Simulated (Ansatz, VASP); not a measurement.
**AlSn4 in VASP and in Ansatz**

```
Al Sn
1.0
    -3.30812    3.30812    3.30812
     3.30812   -3.30812    3.30812
     3.30812    3.30812   -3.30812
Al Sn
1 4
Direct
  0.00000 0.00000 0.00000
  0.00000 0.00000 0.50000
  0.50000 0.00000 0.00000
  0.00000 0.50000 0.00000
  0.50000 0.50000 0.50000
```

Change from the starting cell: species swapped into the Hg4Pt type (Im-3m, No. 229).

Alike in both runs: functional PBE; k mesh 4 × 4 × 4; occupations gaussian, width 0.1 eV; no spin polarisation.

Ansatz relaxed the structure, and its values are those at the end. VASP's run is a single point on that final structure, the one shown.

```csv
,VASP,Ansatz
version,VASP 6.6.1,Ansatz 0.2.0
potentials or method,"VASP PAW PBE potentials, release 64 (Al, Sn_d), cutoff 520 eV","scalar-relativistic, plane waves, PAW"
valence electrons in the cell,59,59
```

Ansatz gave:

```
gap on the k mesh at the Fermi level (eV) : none
pressure (GPa)                            : -0.1
```

**Question.** Which values does VASP return?

**Answer.** gap on the k mesh at the Fermi level (eV): none; pressure (GPa): -0.2.

A gap of «none» marks a metal or a gap that the smearing closes.
